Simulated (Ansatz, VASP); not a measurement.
## Ge in VASP and in Ansatz

The input INCAR:

```
SYSTEM = Ge
PREC = Accurate
ENCUT = 600
EDIFF = 1E-6
ISMEAR = 0
SIGMA = 0.1
LREAL = .False.
LASPH = .True.
NELM = 100
ALGO = Normal
ISIF = 3
LWAVE = .False.
LCHARG = .False.
GGA = CA
IBRION = 2
NSW = 100
EDIFFG = -0.005
```

KPOINTS

```
regular mesh
0
Gamma
  16 16 16
  0 0 0
```

File POSCAR:

```
Ge
1.0
   -2.5744897190      2.5744897190      1.3974126432
    2.5744897190     -2.5744897190      1.3974126432
    2.5744897190      2.5744897190     -1.3974126432
Ge
2
Direct
    0.2500000000      0.7500000000      0.5000000000
    0.5000000000      0.5000000000      0.0000000000
```

Input for Ansatz:

```yaml
crystal:
  lattice:
    - [-2.574489719, 2.574489719, 1.3974126432]
    - [2.574489719, -2.574489719, 1.3974126432]
    - [2.574489719, 2.574489719, -1.3974126432]
  atoms:
    - { symbol: Ge, position: [0.25, 0.75, 0.5] }
    - { symbol: Ge, position: [0.5, 0.5, 0.0] }
basis:
  ecutwfc: 420
kpoints:
  mp_grid: { grid: [16, 16, 16] }
hamiltonian:
  xc: lda
scf:
  occupations: { method: gaussian, width: 0.1 }
output:
  forces: true
  stress: true
  eigenvalues: true
  write_density: true
  write_potential: true
  elf: true
  volumetric_format: npy
relax:
  adjacent_minimum: "off"
  f_tol: 0.005
  max_steps: 80
  cell: { stress_tol: 0.05 }
```

Alike in both runs: task relaxation of cell and atoms; functional LDA; k mesh 16 × 16 × 16; occupations gaussian, width 0.1 eV; no spin polarisation.

|  | VASP | Ansatz |
| --- | --- | --- |
| version | VASP 6.6.1 | Ansatz 0.2.0 |
| potentials or method | VASP PAW LDA potentials, release 64 (Ge_d), cutoff 600 eV | scalar-relativistic, plane waves, PAW |
| valence electrons in the cell | 28 | 28 |

```csv
,VASP,Ansatz,Ansatz less VASP
"gap on the k mesh at the Fermi level, each at its own relaxed structure (eV)",none,none,-
relaxed volume (Å³/atom),17.95,17.91,-0.035
relaxed cell length with the largest relative difference (Å),3.856,3.854,-0.0022
```

LDA's correlation is that of Perdew and Zunger in VASP and of Perdew and Wang (1992) in Ansatz. A gap of «none» marks a metal or a gap that the smearing closes.
